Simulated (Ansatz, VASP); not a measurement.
## One calculation of SnS, two programs

```
Sn S
1.0
    11.09675    0.00000    0.00000
     0.00000    3.98441    0.00000
     0.00000    0.00000    4.23154
Sn S
4 4
Direct
  0.11858 0.25000 0.11017
  0.38142 0.75000 0.61017
  0.61858 0.25000 0.38983
  0.88142 0.75000 0.88983
  0.85335 0.25000 0.47475
  0.64665 0.75000 0.97475
  0.35335 0.25000 0.02525
  0.14665 0.75000 0.52525
```

Alike in both runs: functional PBEsol; k mesh 4 × 8 × 6; occupations gaussian, width 0.02 eV; no spin polarisation.

Ansatz relaxed the structure, and its values are those at the end. VASP's run is a single point on that final structure, the one shown.

|  | VASP | Ansatz |
| --- | --- | --- |
| version | VASP 6.6.1 | Ansatz 0.2.0 |
| potentials or method | VASP PAW PBE potentials, release 64 (Sn_d, S), cutoff 500 eV | scalar-relativistic, plane waves, PAW |
| valence electrons in the cell | 80 | 80 |

VASP gave:

| Quantity | Value |
| --- | --- |
| gap on the k mesh at the Fermi level (eV) | 0.73 |
| least direct gap on the mesh (eV) | 1.08 |
| pressure (GPa) | 0.0 |
| rms of the force components (eV/Å) | 0.005 |

Task: What did Ansatz give for the same quantities?

Result: gap on the k mesh at the Fermi level (eV): 0.74; least direct gap on the mesh (eV): 1.09; pressure (GPa): 0.0; rms of the force components (eV/Å): 0.001.

VASP's potentials were made for PBE, not for PBEsol. The functional is the same, so the differences come from potentials, cutoffs and numerics.
